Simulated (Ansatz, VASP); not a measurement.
**Two plane-wave programs on Sn**

Contents of INCAR:

```
SYSTEM = Sn
PREC = Accurate
ENCUT = 600
EDIFF = 1E-6
ISMEAR = 0
SIGMA = 0.1
LREAL = .False.
LASPH = .True.
NELM = 80
ALGO = Fast
ISIF = 3
LWAVE = .False.
LCHARG = .False.
GGA = PE
IBRION = 2
NSW = 100
EDIFFG = -0.005
```

Contents of KPOINTS:

```
regular mesh
0
Gamma
  12 12 12
  0 0 0
```

File POSCAR:

```
Sn
1.0
    0.0000000000      3.2456000000      3.2456000000
    3.2456000000      0.0000000000      3.2456000000
    3.2456000000      3.2456000000      0.0000000000
Sn
2
Direct
    0.5000000000      0.5000000000      0.5000000000
    0.7500000000      0.7500000000      0.7500000000
```

Input for Ansatz:

```yaml
crystal:
  lattice:
    - [0.0, 3.2456, 3.2456]
    - [3.2456, 0.0, 3.2456]
    - [3.2456, 3.2456, 0.0]
  atoms:
    - { symbol: Sn, position: [0.5, 0.5, 0.5] }
    - { symbol: Sn, position: [0.75, 0.75, 0.75] }
basis:
  ecutwfc: 420
kpoints:
  mp_grid: { grid: [12, 12, 12] }
hamiltonian:
  xc: pbe
scf:
  occupations: { method: gaussian, width: 0.1 }
output:
  forces: true
  stress: true
  eigenvalues: true
  write_density: true
  write_potential: true
  elf: true
  volumetric_format: npy
relax:
  adjacent_minimum: "off"
  f_tol: 0.005
  max_steps: 80
  cell: { stress_tol: 0.05 }
```

Alike in both runs: task relaxation of cell and atoms; functional PBE; k mesh 12 × 12 × 12; occupations gaussian, width 0.1 eV; no spin polarisation.

|  | VASP | Ansatz |
| --- | --- | --- |
| version | VASP 6.6.1 | Ansatz 0.2.0 |
| potentials or method | VASP PAW PBE potentials, release 64 (Sn_d), cutoff 600 eV | scalar-relativistic, plane waves, PAW |
| valence electrons in the cell | 28 | 28 |

```tsv
	VASP	Ansatz	Ansatz less VASP
gap on the k mesh at the Fermi level, each at its own relaxed structure (eV)	none	none	-
relaxed volume (Å³/atom)	36.81	36.86	+0.058
relaxed cell length with the largest relative difference (Å)	4.704	4.707	+0.0025
```

A gap of «none» marks a metal or a gap that the smearing closes.
